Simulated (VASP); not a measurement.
NbP2, 6 atoms in the cell. Symmetry: P4_2/nnm, No. 134, tetragonal system. Conventional cell: a = 5.048 Å, b = 5.048 Å, c = 3.970 Å, α = 90.00°, β = 90.00°, γ = 90.00°. Nb (site symmetry -42m) has 4 P at 2.04 Å within 2.7 Å. P (site symmetry 2/m) has 2 Nb at 2.04 Å within 2.7 Å. 

* Program: VASP 6.6.1
* Task: relaxation of cell and atoms
* Functional: PBE
* Potentials or basis: VASP PAW PBE potentials, release 64 (Nb_sv, P)
* Cutoff: 600 eV
* k mesh: 4 × 4 × 4
* Occupations: gaussian, width 0.1 eV
* Spin: no spin polarisation
* Dipole correction: no
* Further INCAR settings: ALGO = Normal; EDIFF = 1e-06; IBRION = 2; EDIFFG = -0.04; NSW = 90; ISIF = 3

Potentials or basis: VASP PAW PBE potentials, release 64 (Nb_sv, P).

The run is started by

```sh
$ cat potpaw_PBE.64/Nb_sv/POTCAR potpaw_PBE.64/P/POTCAR > POTCAR
$ mpirun -np 1 vasp_std > vasp.out
```

Hardware: 1 thread of AMD EPYC 9R45 96-Core Processor (Zen 5), on a shared host.

Estimate the wall time of this run.

Wall time 6.1 min on 1 thread of AMD EPYC 9R45 96-Core Processor (Zen 5), on a shared host, peak memory 0.22 GiB. Counts: scf iterations 165, k points 18, ion steps 14.
